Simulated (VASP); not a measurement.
# VO2 (P4_2/mnm) in VASP: further runs

Aim: see how the results for VO2 move with the level of theory and the settings. Levels: RPBE, SVWN5. Tasks: single point.

All numbers are computed with VASP 6.6.1; they aren't measurements. Logs are shortened: lines on timing, memory, paths and dates and some standing lists are left out, and cuts for length are marked.

## Step 1: The cell of the first run

Symmetry: P4_2/mnm, No. 136, tetragonal system. Conventional cell: a = 4.507 Å, b = 4.507 Å, c = 3.044 Å, α = 90.00°, β = 90.00°, γ = 90.00°. Within 2.5 Å of V (site symmetry mmm) lie 6 O at 1.91 to 1.99 Å. Within 2.6 Å of O (site symmetry m2m) lie 3 V at 1.91 to 1.99 Å and 1 O at 2.55 Å.

## Step 2: Single point, RPBE, collinear spin, ferromagnetic start

File INCAR:

```
SYSTEM = VO2
PREC = Accurate
ENCUT = 600
EDIFF = 1E-6
ISMEAR = -1
SIGMA = 0.05
LREAL = .FALSE.
LASPH = .TRUE.
NELM = 200
ALGO = Normal
ISIF = 2
LWAVE = .FALSE.
LCHARG = .TRUE.
ISPIN = 2
MAGMOM = 2 2 0 0 0 0
LORBIT = 11
LMAXMIX = 4
GGA = RP
LELF = .TRUE.
LVHAR = .TRUE.
NBANDS = 38
GGA_COMPAT = .FALSE.
```

File KPOINTS:

```
Automatic mesh
0
G
  6 6 9
  0 0 0
```

File POSCAR:

```
VO2
1.0
    4.5072020454      0.0000000000      0.0000000000
    0.0000000000      4.5072020454      0.0000000000
    0.0000000000      0.0000000000      3.0444500000
V O
2 4
Direct
    0.5000000000      0.5000000000      0.5000000000
    0.0000000000      0.0000000000      0.0000000000
    0.2003580000      0.7996420000      0.5000000000
    0.7996420000      0.2003580000      0.5000000000
    0.7003580000      0.7003580000      0.0000000000
    0.2996420000      0.2996420000      0.0000000000
```

Potentials or basis: VASP PAW PBE potentials, release 64 (V_sv, O).

Started as:

```bash
> cat potpaw_PBE.64/V_sv/POTCAR potpaw_PBE.64/O/POTCAR > POTCAR
> mpirun -np 1 vasp_std > vasp.out
```

OUTCAR:

```text
SYSTEM = VO2
   PREC = Accurate
   ENCUT = 600
   EDIFF = 1E-6
   ISMEAR = -1
   LREAL = .FALSE.
   LASPH = .TRUE.
   NELM = 200
   ISIF = 2
   ISPIN = 2
   LORBIT = 11
   GGA = RP

 ion  position               nearest neighbor table
   1  0.500  0.500  0.500-   3 1.91   4 1.91   5 1.99   6 1.99   5 1.99   6 1.99
   2  0.000  0.000  0.000-   5 1.91   6 1.91   3 1.99   4 1.99   3 1.99   4 1.99
   3  0.200  0.800  0.500-   1 1.91   2 1.99   2 1.99
   4  0.800  0.200  0.500-   1 1.91   2 1.99   2 1.99
   5  0.700  0.700  0.000-   2 1.91   1 1.99   1 1.99
   6  0.300  0.300  0.000-   2 1.91   1 1.99   1 1.99

  LATTYP: Found a simple tetragonal cell.
 ALAT       =     4.5072020454
 C/A-ratio  =     0.6754633960

  Lattice vectors:

 A1 = (   4.5072020454,   0.0000000000,   0.0000000000)
 A2 = (   0.0000000000,   4.5072020454,   0.0000000000)
 A3 = (   0.0000000000,   0.0000000000,   3.0444500000)

Analysis of symmetry for initial positions (statically):
=====================================================================
 Subroutine PRICEL returns:
 Original cell was already a primitive cell.

 Routine SETGRP: Setting up the symmetry group for a
 simple tetragonal supercell.

 Subroutine GETGRP returns: Found 16 space group operations
 (whereof  8 operations were pure point group operations)
 out of a pool of 16 trial point group operations.

The static configuration has the point symmetry D_2h.
 The point group associated with its full space group is D_4h.

Analysis of symmetry for dynamics (positions and initial velocities):
=====================================================================
 Subroutine PRICEL returns:
 Original cell was already a primitive cell.

 Routine SETGRP: Setting up the symmetry group for a
 simple tetragonal supercell.

 Subroutine GETGRP returns: Found 16 space group operations
 (whereof  8 operations were pure point group operations)
 out of a pool of 16 trial point group operations.

The dynamic configuration has the point symmetry D_2h.
 The point group associated with its full space group is D_4h.

Analysis of structural, dynamic, and magnetic symmetry:
=====================================================================
 Subroutine PRICEL returns:
 Original cell was already a primitive cell.

 Routine SETGRP: Setting up the symmetry group for a
 simple tetragonal supercell.

 Subroutine GETGRP returns: Found 16 space group operations
 (whereof  8 operations were pure point group operations)
[... 143 lines left out ...]
  energy-cutoff  :      600.00
  volume of cell :       61.85
 maximum number of plane-waves:      2092
   NGX = 19   NGY = 19   NGZ = 13

 number of electron      49.9999994 magnetization       1.9999780

 Free energy of the ion-electron system (eV)
  ---------------------------------------------------
  ext. energy  EPLUGINS =         0.00000000
  ---------------------------------------------------
  free energy    TOTEN  =       -49.15472325 eV

  energy without entropy =      -49.10893967  energy(sigma->0) =      -49.13183146

 E-fermi :   5.7623     XC(G=0): -11.2711

 val. band max:        5.7582707769   @ k =   0.5000   0.3333   0.4444
 cond. band min:       5.7641936655   @ k =   0.1667   0.1667   0.4444
 fundamental gap:      0.0059228886
 Fermi energy:         5.7623046944

 spin component 1

 k-point     1 :       0.0000    0.0000    0.0000
  band No.  band energies     occupation
      1     -60.3751      1.00000
      2     -60.3668      1.00000
      3     -34.1272      1.00000
      4     -34.1272      1.00000
      5     -34.0682      1.00000
      6     -34.0479      1.00000
[... 949 lines left out ...]
     36      15.8922      0.00000
     37      18.9205      0.00000

 [... further k-points ...]

 spin component 2

 k-point     1 :       0.0000    0.0000    0.0000
  band No.  band energies     occupation
      1     -59.2042      1.00000
      2     -59.1953      1.00000
      3     -33.0612      1.00000
      4     -33.0612      1.00000
      5     -32.8738      1.00000
      6     -32.8515      1.00000
[... 949 lines left out ...]
     36      16.0436      0.00000
     37      19.3007      0.00000

 [... further k-points ...]

 [bands above 37 left out]

------------------------ aborting loop because EDIFF is reached ----------------------------------------

  FORCE on cell =-STRESS in cart. coord.  units (eV):
  Direction    XX          YY          ZZ          XY          YZ          ZX
  --------------------------------------------------------------------------------------
  -------------------------------------------------------------------------------------
  Total        0.9723433      0.9723433     -5.4816273     -0.0000000      0.0000000      0.0000000
  in kB       25.1887893     25.1887893   -142.0028909     -0.0000000      0.0000000      0.0000000
  external PRESSURE =     -30.5417708 kB  Pullay stress =       0.0000000 kB

 VOLUME and BASIS-vectors are now :
 -----------------------------------------------------------------------------
  energy-cutoff  :      600.00
  volume of cell :       61.85
      direct lattice vectors                 reciprocal lattice vectors
     4.507202045  0.000000000  0.000000000     0.221867134  0.000000000  0.000000000
     0.000000000  4.507202045  0.000000000     0.000000000  0.221867134  0.000000000
     0.000000000  0.000000000  3.044450000     0.000000000  0.000000000  0.328466554

 POSITION                                       TOTAL-FORCE (eV/Angst)
 -----------------------------------------------------------------------------------
      2.25360      2.25360      1.52222         0.000000     -0.000000      0.000000
      0.00000      0.00000      0.00000         0.000000     -0.000000      0.000000
      0.90305      3.60415      1.52222        -0.154639      0.154639      0.000000
      3.60415      0.90305      1.52222         0.154639     -0.154639     -0.000000
      3.15666      3.15666      0.00000        -0.154639     -0.154639     -0.000000
      1.35055      1.35055      0.00000         0.154639      0.154639      0.000000
 -----------------------------------------------------------------------------------
    total drift:                                0.000000      0.000000      0.000000

  FREE ENERGIE OF THE ION-ELECTRON SYSTEM (eV)
  ---------------------------------------------------
  free  energy   TOTEN  =       -49.1547232493 eV

  energy  without entropy=      -49.1089396685  energy(sigma->0) =      -49.13183146

 total charge

# of ion       s       p       d       tot
------------------------------------------
    1        2.264   6.296   2.827  11.387
    2        2.264   6.296   2.827  11.387
    3        1.573   3.465   0.000   5.038
    4        1.573   3.465   0.000   5.038
    5        1.573   3.465   0.000   5.038
    6        1.573   3.465   0.000   5.038
--------------------------------------------------
tot         10.820  26.454   5.653  42.927

 magnetization (x)

# of ion       s       p       d       tot
------------------------------------------
    1        0.016   0.012   1.076   1.104
    2        0.016   0.012   1.076   1.104
    3       -0.002  -0.076   0.000  -0.078
    4       -0.002  -0.076   0.000  -0.078
    5       -0.002  -0.076   0.000  -0.078
    6       -0.002  -0.076   0.000  -0.078
--------------------------------------------------
tot          0.023  -0.277   2.151   1.897
```

OSZICAR:

```text
N       E                     dE             d eps       ncg     rms          rms(c)
DAV:   1     0.663509798120E+03    0.66351E+03   -0.29507E+04  7600   0.159E+03
DAV:   2    -0.137268159397E+02   -0.67724E+03   -0.63205E+03  8004   0.483E+02
[... 10 lines left out ...]
DAV:  13    -0.491549429499E+02   -0.71619E-03   -0.22291E-03  8314   0.303E-01    0.209E-01
DAV:  14    -0.491548428949E+02    0.10006E-03   -0.24679E-04  8458   0.144E-01    0.124E-01
DAV:  15    -0.491547278396E+02    0.11506E-03   -0.25613E-04  8140   0.166E-01    0.461E-02
DAV:  16    -0.491547227544E+02    0.50852E-05   -0.49137E-05  8142   0.736E-02    0.182E-02
DAV:  17    -0.491547249767E+02   -0.22223E-05   -0.88211E-06  8296   0.237E-02    0.162E-02
DAV:  18    -0.491547236302E+02    0.13465E-05   -0.20230E-06  5894   0.130E-02    0.944E-03
DAV:  19    -0.491547232493E+02    0.38094E-06   -0.72760E-07  5672   0.916E-03
   1 F= -.49154723E+02 E0= -.49131831E+02  d E =-.457836E-01  mag=     2.0000
```

stdout:

```text
POSCAR found type information on POSCAR V O
 POSCAR found :  2 types and       6 ions
 scaLAPACK will be used
 -----------------------------------------------------------------------------
|                                                                             |
|                                                                             |
|     You enforced a specific xc type in the INCAR file but a different       |
|     I HOPE YOU KNOW WHAT YOU ARE DOING!                                     |
|                                                                             |
 -----------------------------------------------------------------------------

 LDA part: xc-table for (Slater+PW92), standard interpolation
 POSCAR, INCAR and KPOINTS ok, starting setup
 FFT: planning ... GRIDC
 FFT: planning ... GRID_SOFT
 FFT: planning ... GRID
 WAVECAR not read
 entering main loop
```

It took 2.9 min on 1 thread of AMD EPYC 9R45 (Zen 5), shared host; peak memory 0.31 GiB.

Results:

| Item | Value |
| --- | --- |
| Free energy | -49.1547 eV |
| Pressure | -3.1 GPa |
| Largest force | 0.219 eV/Å |
| Band gap on the k mesh | zero (filled and empty bands overlap) |
| Net moment | 2.00 μB per cell |
| Site moments | V +1.10; O -0.08 μB |
| Valence electrons inside the program's atomic spheres | V 11.39; O 5.04 |

Forces on the atoms (eV/Å):
```
V    0.000  0.000  0.000
V    0.000  0.000  0.000
O   -0.155  0.155  0.000
O    0.155 -0.155  0.000
O   -0.155 -0.155  0.000
O    0.155  0.155  0.000
```

Stress tensor (GPa, compression positive):
```
  2.52   0.00   0.00
  0.00   2.52   0.00
  0.00   0.00 -14.20
```

Caveat: the stress differs along the axes, from -14 to 3 GPa; the PAW data sets were made with another functional, which shifts forces and pressure a little; semilocal functionals often make such compounds metallic where correlation or magnetic order opens a gap, which also shifts bond lengths.

## Step 3: Single point, SVWN5, collinear spin, ferromagnetic start

This run uses another cell than the first one, of 10.51 Å³/atom.

File INCAR:

```
SYSTEM = VO2
PREC = Accurate
ENCUT = 600
EDIFF = 1E-6
ISMEAR = -1
SIGMA = 0.05
LREAL = .False.
LASPH = .True.
NELM = 200
ALGO = Normal
ISIF = 2
LWAVE = .False.
LCHARG = .True.
ISPIN = 2
MAGMOM = 2 2 0 0 0 0
LORBIT = 11
LMAXMIX = 4
GGA = VW
LELF = .True.
LVHAR = .True.
NBANDS = 38
GGA_COMPAT = .False.
```

File KPOINTS:

```
Automatic mesh
0
Gamma
  6 6 9
  0 0 0
```

Changes to POSCAR since step 2:

```diff
@@ -2,5 +2,5 @@
 1.0
-    4.5072020454      0.0000000000      0.0000000000
-    0.0000000000      4.5072020454      0.0000000000
-    0.0000000000      0.0000000000      3.0444500000
+    4.5370519355      0.0000000000      0.0000000000
+    0.0000000000      4.5370519355      0.0000000000
+    0.0000000000      0.0000000000      3.0646125081
 V O
```

Potentials or basis: VASP PAW PBE potentials, release 64 (V_sv, O).

Started as:

```bash
> cat potpaw_PBE.64/V_sv/POTCAR potpaw_PBE.64/O/POTCAR > POTCAR
> mpirun -np 1 vasp_std > vasp.out
```

It took 2.6 min on 1 thread of Intel Xeon 6975P-C (Granite Rapids), shared host; peak memory 0.3 GiB.

It converged, with:

- Free energy: -17.4762 eV
- Pressure: -26.0 GPa
- Largest force: 0.328 eV/Å
- Band gap on the k mesh: zero (filled and empty bands overlap)
- Net moment: 2.00 μB per cell
- Site moments: V +1.03; O -0.05 μB
- Valence electrons inside the program's atomic spheres: V 11.39; O 4.97

Forces in eV/Å, atoms in the order of the input:
```
V    0.000  0.000  0.000
V    0.000  0.000  0.000
O   -0.232  0.232  0.000
O    0.232 -0.232  0.000
O   -0.232 -0.232  0.000
O    0.232  0.232  0.000
```

Stress tensor (GPa, compression positive):
```
-19.33   0.00   0.00
  0.00 -19.33   0.00
  0.00   0.00 -39.28
```

Levels at points of the mesh, in eV from the Fermi level:
Spin up:
```
           k point  band 22  band 23  band 24  band 25  band 26  band 27  band 28  band 29  band 30  band 31
(0.00, 0.00, 0.00)    -1.61    -1.61    -1.10    -0.74    -0.49    -0.36    -0.34    -0.34     1.73     1.82
(0.50, 0.00, 0.00)    -3.34    -1.86    -1.86    -0.12    -0.12     0.37     0.37     0.87     0.87     3.22
(0.50, 0.50, 0.00)    -2.83    -2.44    -2.44    -0.69    -0.69    -0.31    -0.31     1.25     1.25     3.10
```
Spin down:
```csv
k point,band 22,band 23,band 24,band 25,band 26,band 27
"(0.00, 0.00, 0.00)",-1.66,-1.66,-1.18,0.28,0.42,0.53
"(0.50, 0.00, 0.00)",-3.22,-1.91,-1.91,0.83,0.83,1.23
"(0.50, 0.50, 0.00)",-2.83,-2.44,-2.44,0.29,0.29,0.63
```

Caveat: the stress differs along the axes, from -39 to -19 GPa; the PAW data sets were made with another functional, which shifts forces and pressure a little; semilocal functionals often make such compounds metallic where correlation or magnetic order opens a gap, which also shifts bond lengths.
